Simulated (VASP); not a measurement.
Set up this calculation in VASP 6.6.1, as the native input.

```yaml
Task: single point
Functional: PBEsol
Potentials_or_basis: VASP PAW PBE potentials, release 64 (Al)
Cutoff: 520 eV
k_mesh: 3 × 3 × 3
Occupations: methfessel-paxton, width 0.1 eV
Spin: no spin polarisation
Dipole_correction: no
Further_INCAR_settings: ALGO = Normal; EDIFF = 1e-07; NBANDS = 8
```

The structure of Al lies in POSCAR:

```
Al
1.0
    0.0000000000      2.0248100000      2.0248100000
    2.0248100000      0.0000000000      2.0248100000
    2.0248100000      2.0248100000      0.0000000000
Al
1
Direct
    0.0000000000      0.0000000000      0.0000000000
```

One way to write it, as run:

INCAR

```
ALGO = Normal ; EDIFF = 1E-7
ENCUT = 520 ; GGA = PS
ISIF = 2 ; ISMEAR = 1
LASPH = True ; LCHARG = False
LREAL = False ; LWAVE = False
NBANDS = 8 ; NELM = 80
PREC = Accurate ; SIGMA = 0.1
```

KPOINTS

```
k-points
0
Gamma
  3 3 3
```

Potentials or basis: VASP PAW PBE potentials, release 64 (Al).

Run with:

```console
$ cat potpaw_PBE.64/Al/POTCAR > POTCAR
$ mpirun -np 1 vasp_std > vasp.out
```

It gave:

```
Pressure : -2.7 GPa
```

Caveat: the k points lie up to 0.90 Å⁻¹ apart; the PAW data sets were made with another functional, which shifts forces and pressure a little.

Run time: 2.8 s on 1 thread of AMD EPYC 7R13 Processor (Zen 3), on a shared host, peak memory 0.09 GiB.
